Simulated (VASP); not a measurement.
# Sc (Fd-3m) in VASP: further runs

Runs on Sc. Level: PBEsol. Tasks: single point, relaxation of cell and atoms.

All numbers are computed with VASP 6.6.1; they aren't measurements. Logs are shortened: lines on timing, memory, paths and dates and some standing lists are left out, and cuts for length are marked.

**1. The cell of the first run**

Symmetry: Fd-3m, No. 227, cubic system. The conventional cell has a = 6.463 Å, b = 6.463 Å, c = 6.463 Å, α = 90.00°, β = 90.00°, γ = 90.00°. Within 3.7 Å of Sc (site symmetry -43m) lie 4 Sc at 2.80 Å.

**2. Single point, PBEsol (volume scaled by 1.08)**

File INCAR:

```
PREC = Accurate
ENCUT = 520
EDIFF = 1E-6
ISMEAR = -1
SIGMA = 0.1
LREAL = F
LASPH = T
NELM = 60
ALGO = Normal
ISIF = 2
LWAVE = F
LCHARG = F
GGA = PS
NBANDS = 18
```

File KPOINTS:

```
regular mesh
0
Gamma
  10 10 10
```

File POSCAR:

```
Sc
1.0
    0.0000000000      3.2316696932      3.2316696932
    3.2316696932      0.0000000000      3.2316696932
    3.2316696932      3.2316696932      0.0000000000
Sc
2
Direct
    0.1250000000      0.1250000000      0.1250000000
    0.8750000000      0.8750000000      0.8750000000
```

Potentials or basis: VASP PAW PBE potentials, release 64 (Sc_sv).

Run with:

```bash
$ cat potpaw_PBE.64/Sc_sv/POTCAR > POTCAR
$ mpirun -np 1 vasp_std > vasp.out
```

OUTCAR:

```text
PREC = Accurate
   ENCUT = 520
   EDIFF = 1E-6
   ISMEAR = -1
   LREAL = F
   LASPH = T
   NELM = 60
   ISIF = 2
   GGA = PS

 ion  position               nearest neighbor table
   1  0.125  0.125  0.125-   2 2.80   2 2.80   2 2.80   2 2.80
   2  0.875  0.875  0.875-   1 2.80   1 2.80   1 2.80   1 2.80

  LATTYP: Found a face centered cubic cell.
 ALAT       =     6.4633393864

  Lattice vectors:

 A1 = (   0.0000000000,   3.2316696932,   3.2316696932)
 A2 = (   3.2316696932,   0.0000000000,   3.2316696932)
 A3 = (   3.2316696932,   3.2316696932,   0.0000000000)

Analysis of symmetry for initial positions (statically):
=====================================================================
 Subroutine PRICEL returns:
 Original cell was already a primitive cell.

 Routine SETGRP: Setting up the symmetry group for a
 face centered cubic supercell.

 Subroutine GETGRP returns: Found 48 space group operations
 (whereof 12 operations were pure point group operations)
 out of a pool of 48 trial point group operations.

The static configuration has the point symmetry D_3d.
 The point group associated with its full space group is O_h .

Analysis of symmetry for dynamics (positions and initial velocities):
=====================================================================
 Subroutine PRICEL returns:
 Original cell was already a primitive cell.

 Routine SETGRP: Setting up the symmetry group for a
 face centered cubic supercell.

 Subroutine GETGRP returns: Found 48 space group operations
 (whereof 12 operations were pure point group operations)
 out of a pool of 48 trial point group operations.

The dynamic configuration has the point symmetry D_3d.
 The point group associated with its full space group is O_h .

 Subroutine INISYM returns: Found 48 space group operations
 (whereof 12 operations are pure point group operations),
 and found     1 'primitive' translations

----------------------------------------------------------------------------------------

                                     Primitive cell

  volume of cell :      67.5011

  direct lattice vectors                    reciprocal lattice vectors
     0.000000000  3.231669693  3.231669693    -0.154718782  0.154718782  0.154718782
     3.231669693  0.000000000  3.231669693     0.154718782 -0.154718782  0.154718782
     3.231669693  3.231669693  0.000000000     0.154718782  0.154718782 -0.154718782

  length of vectors
     4.570271109  4.570271109  4.570271109     0.267980792  0.267980792  0.267980792

  position of ions in fractional coordinates (direct lattice)
     0.125000000  0.125000000  0.125000000
     0.875000000  0.875000000  0.875000000

  ion indices of the primitive-cell ions
   primitive index   ion index
                 1           1
                 2           2

----------------------------------------------------------------------------------------

 KPOINTS: regular mesh

Automatic generation of k-mesh.
 Grid dimensions read from file:
 generate k-points for:   10   10   10

 Generating k-lattice:

  Cartesian coordinates                     Fractional coordinates (reciprocal lattice)
    -0.015471878  0.015471878  0.015471878     0.100000000  0.000000000  0.000000000
     0.015471878 -0.015471878  0.015471878     0.000000000  0.100000000  0.000000000
     0.015471878  0.015471878 -0.015471878     0.000000000  0.000000000  0.100000000

  Length of vectors
     0.026798079  0.026798079  0.026798079

  Shift w.r.t. Gamma in fractional coordinates (k-lattice)
     0.000000000  0.000000000  0.000000000

 Subroutine IBZKPT returns following result:
 ===========================================

 Found     47 irreducible k-points:

 Following reciprocal coordinates:
            Coordinates               Weight
  0.000000  0.000000  0.000000      1.000000
  0.100000  0.000000  0.000000      8.000000
  0.200000  0.000000  0.000000      8.000000
  0.300000  0.000000  0.000000      8.000000
  0.400000  0.000000  0.000000      8.000000
  0.500000  0.000000  0.000000      4.000000
[... 16 lines left out ...]
  0.300000  0.300000  0.000000      6.000000
  0.400000  0.300000  0.000000     24.000000
 [... further k-points ...]
   k-points           NKPTS =     47   k-points in BZ     NKDIM =     47   number of bands    NBANDS=     18
   number of dos      NEDOS =    301   number of ions     NIONS =      2
   total plane-waves  NPLWV =  46656
   dimension x,y,z NGX =    36 NGY =   36 NGZ =   36
   dimension x,y,z NGXF=    72 NGYF=   72 NGZF=   72
   ions per type =               2
   NGX,Y,Z   is equivalent  to a cutoff of  13.10, 13.10, 13.10 a.u.
   NGXF,Y,Z  is equivalent  to a cutoff of  26.19, 26.19, 26.19 a.u.
 SYSTEM =  unknown system
   PREC   = accura    normal or accurate (medium, high low for compatibility)
   ISTART =      0    job   : 0-new  1-cont  2-samecut
   ICHARG =      2    charge: 1-file 2-atom 10-const
   ISPIN  =      1    spin polarized calculation?
   LNONCOLLINEAR =      F non collinear calculations
   LSORBIT =      F    spin-orbit coupling
   LASPH  =      T    aspherical Exc in radial PAW
   ENCUT  =  520.0 eV  38.22 Ry    6.18 a.u.   8.50  8.50  8.50*2*pi/ulx,y,z
   NELM   =     60;   NELMIN=  2; NELMDL= -5     # of ELM steps
   EDIFF  = 0.1E-05   stopping-criterion for ELM
   LREAL  =      F    real-space projection
   EDIFFG = 0.1E-04   stopping-criterion for IOM
   NSW    =      0    number of steps for IOM
   IBRION =     -1    ionic relax: 0-MD 1-quasi-New 2-CG
   NFREE  =      0    steps in history (QN), initial steepest desc. (CG)
   ISIF   =      2    stress and relaxation
   ISYM   =      2    0-nonsym 1-usesym 2-fastsym
   POTIM  = 0.5000    time-step for ionic-motion
   TEBEG  =    0.0;   TEEND  =   0.0 temperature during run
   PSTRESS=    0.0 pullay stress
   NELECT =      22.0000    total number of electrons
   NUPDOWN=      -1.0000    fix difference up-down
   EMIN   =  10.00;   EMAX   =-10.00  energy-range for DOS
   EFERMI =   0.00;   METHOD = LEGACY
   ISMEAR =    -1;   SIGMA  =   0.10  broadening in eV -4-tet -1-fermi 0-gaus
   EFERMI_NEDOS =   21; number of points for ismear=-14 and -15
   IALGO  =     38    algorithm
   IMIX   =      4    mixing-type and parameters
     AMIX     =   0.40;   BMIX     =  1.00
     AMIX_MAG =   1.60;   BMIX_MAG =  1.00
  volume/ion in A,a.u.               =      33.75       227.76
  Fermi-wavevector in a.u.,A,eV,Ry     =   1.126623  2.129009 17.269606  1.269280
  Thomas-Fermi vector in A             =   2.263306
   LORBIT       =      0    0 simple, 1 ext, 2 COOP (PROOUT), +10 PAW based schemes
   GGA     = PS    functional components
   LHFCALC =     F    Hartree Fock is set to
   AEXX    =    0.0000 exact exchange contribution
   IVDW    =     0    specifies the selected vdW correction
   LEPSILON=     F    determine dielectric tensor
   LRPA    =     F    only Hartree local field effects (RPA)
 non-spin polarized calculation
  energy-cutoff  :      520.00
  volume of cell :       67.50
 maximum number of plane-waves:      1849
 NGX is ok and might be reduce to    36
   NGX = 17   NGY = 17   NGZ = 17

 number of electron      22.0000001 magnetization

 Free energy of the ion-electron system (eV)
  ---------------------------------------------------
  ext. energy  EPLUGINS =         0.00000000
  ---------------------------------------------------
  free energy    TOTEN  =        -9.22190893 eV

  energy without entropy =       -9.04005407  energy(sigma->0) =       -9.13098150

 E-fermi :   1.7408     XC(G=0):  -8.5853

 val. band max:        1.7348259950   @ k =   0.4000   0.2000   0.0000
 cond. band min:       1.7725005930   @ k =   0.0000   0.0000   0.0000
 fundamental gap:      0.0376745980
 Fermi energy:         1.7408359015

 k-point     1 :       0.0000    0.0000    0.0000
  band No.  band energies     occupation
      1     -47.9568      2.00000
      2     -47.7225      2.00000
      3     -26.8194      2.00000
      4     -26.8194      2.00000
      5     -26.8194      2.00000
      6     -26.4014      2.00000
[... 10 lines left out ...]
     17       3.3807      0.00000
     18       5.2854      0.00000

 k-point     2 :       0.1000    0.0000    0.0000
  band No.  band energies     occupation
      1     -47.9526      2.00000
      2     -47.7268      2.00000
      3     -26.8244      2.00000
      4     -26.8244      2.00000
      5     -26.8190      2.00000
      6     -26.4027      2.00000
[... 10 lines left out ...]
     17       3.3725      0.00000
     18       5.2753      0.00000

 k-point     3 :       0.2000    0.0000    0.0000
  band No.  band energies     occupation
      1     -47.9406      2.00000
      2     -47.7390      2.00000
      3     -26.8371      2.00000
      4     -26.8371      2.00000
      5     -26.8182      2.00000
      6     -26.4061      2.00000
[... 10 lines left out ...]
     17       3.4027      0.00000
     18       5.2362      0.00000

 k-point     4 :       0.3000    0.0000    0.0000
  band No.  band energies     occupation
      1     -47.9234      2.00000
      2     -47.7563      2.00000
      3     -26.8518      2.00000
      4     -26.8518      2.00000
      5     -26.8176      2.00000
      6     -26.4099      2.00000
[... 10 lines left out ...]
     17       3.5801      0.00000
     18       5.1459      0.00000

 k-point     5 :       0.4000    0.0000    0.0000
  band No.  band energies     occupation
      1     -47.9064      2.00000
      2     -47.7736      2.00000
      3     -26.8631      2.00000
      4     -26.8631      2.00000
      5     -26.8173      2.00000
      6     -26.4126      2.00000
[... 10 lines left out ...]
     17       3.8666      0.00000
     18       4.9977      0.00000

 k-point     6 :       0.5000    0.0000    0.0000
  band No.  band energies     occupation
      1     -47.8985      2.00000
      2     -47.7815      2.00000
      3     -26.8672      2.00000
      4     -26.8672      2.00000
      5     -26.8173      2.00000
      6     -26.4136      2.00000
[... 10 lines left out ...]
     17       4.0316      0.00000
     18       4.8960      0.00000

 k-point     7 :       0.1000    0.1000    0.0000
  band No.  band energies     occupation
      1     -47.9511      2.00000
      2     -47.7283      2.00000
      3     -26.8304      2.00000
      4     -26.8304      2.00000
      5     -26.8097      2.00000
      6     -26.4124      2.00000
[... 10 lines left out ...]
     17       3.3955      0.00000
     18       5.2040      0.00000

 k-point     8 :       0.2000    0.1000    0.0000
  band No.  band energies     occupation
      1     -47.9416      2.00000
      2     -47.7380      2.00000
      3     -26.8435      2.00000
      4     -26.8432      2.00000
      5     -26.8014      2.00000
      6     -26.4222      2.00000
[... 10 lines left out ...]
     17       3.4415      0.00000
     18       5.0932      0.00000
[... 229 lines left out ...]
     17       3.8909      0.00000
     18       4.8262      0.00000

 k-point    20 :      -0.4000    0.2000    0.0000
  band No.  band energies     occupation
      1     -47.8852      2.00000
      2     -47.7949      2.00000
      3     -26.9110      2.00000
      4     -26.8795      2.00000
      5     -26.7438      2.00000
      6     -26.4836      2.00000
[... 10 lines left out ...]
     17       3.9285      0.00000
     18       4.6951      0.00000

 k-point    21 :      -0.3000    0.2000    0.0000
  band No.  band energies     occupation
      1     -47.8986      2.00000
      2     -47.7815      2.00000
      3     -26.9045      2.00000
      4     -26.8673      2.00000
      5     -26.7594      2.00000
      6     -26.4673      2.00000
[... 10 lines left out ...]
     17       4.0559      0.00000
     18       4.4584      0.00000

 k-point    22 :      -0.2000    0.2000    0.0000
  band No.  band energies     occupation
      1     -47.9166      2.00000
      2     -47.7633      2.00000
      3     -26.8865      2.00000
      4     -26.8525      2.00000
      5     -26.7817      2.00000
      6     -26.4442      2.00000
[... 10 lines left out ...]
     17       3.7441      0.00000
     18       4.7389      0.00000

 k-point    23 :       0.3000    0.3000    0.0000
  band No.  band energies     occupation
      1     -47.9088      2.00000
      2     -47.7711      2.00000
      3     -26.8863      2.00000
      4     -26.8863      2.00000
      5     -26.7367      2.00000
      6     -26.4925      2.00000
[... 10 lines left out ...]
     17       3.7361      0.00000
     18       4.5165      0.00000

 k-point    24 :       0.4000    0.3000    0.0000
  band No.  band energies     occupation
      1     -47.8920      2.00000
      2     -47.7881      2.00000
      3     -26.9008      2.00000
      4     -26.8969      2.00000
      5     -26.7117      2.00000
      6     -26.5186      2.00000
[... 10 lines left out ...]
     17       3.9495      0.00000
     18       4.3712      0.00000

 [... further k-points ...]

------------------------ aborting loop because EDIFF is reached ----------------------------------------

  FORCE on cell =-STRESS in cart. coord.  units (eV):
  Direction    XX          YY          ZZ          XY          YZ          ZX
  --------------------------------------------------------------------------------------
  -------------------------------------------------------------------------------------
  Total       -0.3134218     -0.3134218     -0.3134218     -0.0000000      0.0000000      0.0000000
  in kB       -7.4392466     -7.4392466     -7.4392466     -0.0000000      0.0000000      0.0000000
  external PRESSURE =      -7.4392466 kB  Pullay stress =       0.0000000 kB

 VOLUME and BASIS-vectors are now :
 -----------------------------------------------------------------------------
  energy-cutoff  :      520.00
  volume of cell :       67.50
      direct lattice vectors                 reciprocal lattice vectors
     0.000000000  3.231669693  3.231669693    -0.154718782  0.154718782  0.154718782
     3.231669693  0.000000000  3.231669693     0.154718782 -0.154718782  0.154718782
     3.231669693  3.231669693  0.000000000     0.154718782  0.154718782 -0.154718782

 POSITION                                       TOTAL-FORCE (eV/Angst)
 -----------------------------------------------------------------------------------
      0.80792      0.80792      0.80792        -0.000000     -0.000000     -0.000000
      5.65542      5.65542      5.65542         0.000000      0.000000      0.000000
 -----------------------------------------------------------------------------------
    total drift:                                0.000000      0.000000      0.000000

  FREE ENERGIE OF THE ION-ELECTRON SYSTEM (eV)
  ---------------------------------------------------
  free  energy   TOTEN  =        -9.2219089262 eV

  energy  without entropy=       -9.0400540741  energy(sigma->0) =       -9.13098150
```

Wall time 24 s (1 thread of Intel Xeon 6975P-C (Granite Rapids), shared host); peak memory 0.21 GiB.

What came out:

```
Free energy            : -9.2219 eV
Pressure               : -0.7 GPa
Band gap on the k mesh : zero (band 11 reaches 2.08 eV, above the bottom of band 12 at 1.49 eV)
```

Caveat: the PAW data sets were made with another functional, which shifts forces and pressure a little.

(Continued in part 2 of 2.)
